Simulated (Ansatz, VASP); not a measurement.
## Two plane-wave programs on BP

```xyz
2
Lattice="0.0000 2.2989 2.2989 2.2989 0.0000 2.2989 2.2989 2.2989 0.0000" Properties=species:S:1:pos:R:3 pbc="T T T"
B     0.0000    0.0000    0.0000
P     1.1494    1.1494    1.1494
```

Change from the starting cell: volume scaled by 1.04, ions relaxed.

Alike in both runs: functional PBE; k mesh 16 × 16 × 16; occupations fermi-dirac, width 0.02 eV; no spin polarisation.

Ansatz relaxed the structure, and its values are those at the end. VASP's run is a single point on that final structure, the one shown.

|  | VASP | Ansatz |
| --- | --- | --- |
| version | VASP 6.6.1 | Ansatz 0.2.0 |
| potentials or method | VASP PAW PBE potentials, release 64 (B, P) | plane-wave PAW, scalar-relativistic |
| plane-wave cutoff (eV) | 520 | 420 |
| valence electrons in the cell | 8 | 8 |

VASP gave:

* gap on the k mesh at the Fermi level (eV): 1.31
* pressure (GPa): -5.1

Question: Which values does Ansatz return?

Answer: gap on the k mesh at the Fermi level (eV): 1.31; pressure (GPa): -4.9.

Ansatz's warnings: stress scf threshold loose.
